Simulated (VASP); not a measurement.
## LiH: single point with BLYP

LiH:

```xyz
2
Lattice="0.0000 2.0368 2.0368 2.0368 0.0000 2.0368 2.0368 2.0368 0.0000" Properties=species:S:1:pos:R:3 pbc="T T T"
Li    0.0094   -0.0116   -0.0165
H     2.0468    2.0110    2.0068
```

```yaml
Program: VASP 6.6.1
Task: single point
Functional: BLYP
Potentials_or_basis: VASP PAW PBE potentials, release 64 (Li_sv, H)
Cutoff: 520 eV
k_mesh: 11 × 11 × 11, shifted
Occupations: fermi-dirac, width 0.05 eV
Spin: no spin polarisation
Dipole_correction: no
Further_INCAR_settings: ALGO = Normal; EDIFF = 1e-07; NBANDS = 9
```

- Largest force: 0.014 eV/Å
- Band gap on the k mesh: 3.72 eV, direct

Forces in eV/Å, atoms in the order of the input:
```
Li   0.000 -0.010 -0.010
H    0.000  0.010  0.010
```

Levels at points of the mesh, in eV from the valence-band top:
```csv
k point,band 1,band 2,band 3,band 4,band 5
"(0.50, 0.50, 0.50)",-44.74,-2.27,5.36,13.67,16.32
"(0.50, 0.00, 0.00)",-44.74,-2.27,5.36,13.67,16.33
"(0.00, 0.00, 0.50)",-44.74,-2.27,5.36,13.67,16.32
"(0.00, 0.50, 0.00)",-44.74,-2.27,5.36,13.67,16.32
```

It took 2.5 min on 1 thread of Intel(R) Xeon(R) Platinum 8559C (Emerald Rapids), on a shared host, peak memory 0.45 GiB.

Caveat: the PAW data sets were made with another functional, which shifts forces and pressure a little. A k mesh can miss the band edges.
